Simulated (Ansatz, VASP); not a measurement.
# YLu2F3 in VASP and in Ansatz

```xyz
6
Lattice="7.3261 0.0000 0.0000 -3.6631 6.3446 0.0000 0.0000 0.0000 7.1064" Properties=species:S:1:pos:R:3 pbc="T T T"
Y     0.0000    0.0000    0.0000
Lu    3.6631    2.1149    0.0000
Lu    3.6631    2.1149    3.5532
F     5.4892    1.0605    0.0000
F     3.6631    4.2236    0.0000
F     1.8369    1.0605    0.0000
```

Alike in both runs: functional PBE; k mesh 6 × 6 × 6; occupations gaussian, width 0.1 eV; no spin polarisation.

Ansatz relaxed the structure, and its values are those at the end. VASP's run is a single point on that final structure, the one shown.

|  | VASP | Ansatz |
| --- | --- | --- |
| version | VASP 6.6.1 | Ansatz 0.2.0 |
| potentials or method | VASP PAW PBE potentials, release 64 (Y_sv, Lu, F), cutoff 520 eV | scalar-relativistic, plane waves, PAW |
| valence electrons in the cell | 82 | 82 |

VASP gave:

```
gap on the k mesh at the Fermi level (eV) : none
pressure (GPa)                            : 0.1
rms of the force components (eV/Å)        : 0.040
```

Question: What did Ansatz give for the same quantities?

Answer: gap on the k mesh at the Fermi level (eV): none; pressure (GPa): 0.0; rms of the force components (eV/Å): 0.000.

A gap of «none» marks a metal or a gap that the smearing closes.

Spin-orbit coupling is off throughout.
